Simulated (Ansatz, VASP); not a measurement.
## AlN: VASP beside Ansatz

```
Al N
1.0
     4.40252    0.00000    0.00000
     0.00000   -4.40252    0.00000
     0.00000    0.00000   -4.40252
Al N
4 4
Direct
  0.97976 0.08586 0.97976
  0.50000 0.50000 0.00000
  0.50000 0.00000 0.50000
  0.00000 0.50000 0.50000
  0.75000 0.75000 0.75000
  0.25000 0.25000 0.75000
  0.25000 0.75000 0.25000
  0.75000 0.25000 0.25000
```

Alike in both runs: task single point; functional PBE; k mesh 6 × 6 × 6; occupations gaussian, width 0.05 eV; no spin polarisation.

|  | VASP | Ansatz |
| --- | --- | --- |
| version | VASP 6.6.1 | Ansatz 0.2.0 |
| potentials or method | VASP PAW PBE potentials, release 64 (Al, N), cutoff 520 eV | scalar-relativistic, plane waves, PAW |
| valence electrons in the cell | 32 | 32 |

VASP gave:

| Quantity | Value |
| --- | --- |
| gap on the k mesh at the Fermi level (eV) | 1.45 |
| least direct gap on the mesh (eV) | 1.48 |
| pressure (GPa) | 4.3 |
| traceless stress, the component that is largest in VASP (GPa) | 6.56 |
| rms of the force components (eV/Å) | 1.692 |

Problem. Estimate Ansatz's values.

Solution. gap on the k mesh at the Fermi level (eV): 1.46; least direct gap on the mesh (eV): 1.49; pressure (GPa): 4.5; traceless stress, the component that is largest in VASP (GPa): 6.51; rms of the force components (eV/Å): 1.686.

Atom by atom the forces differ by 0.008 eV/Å (rms over components).
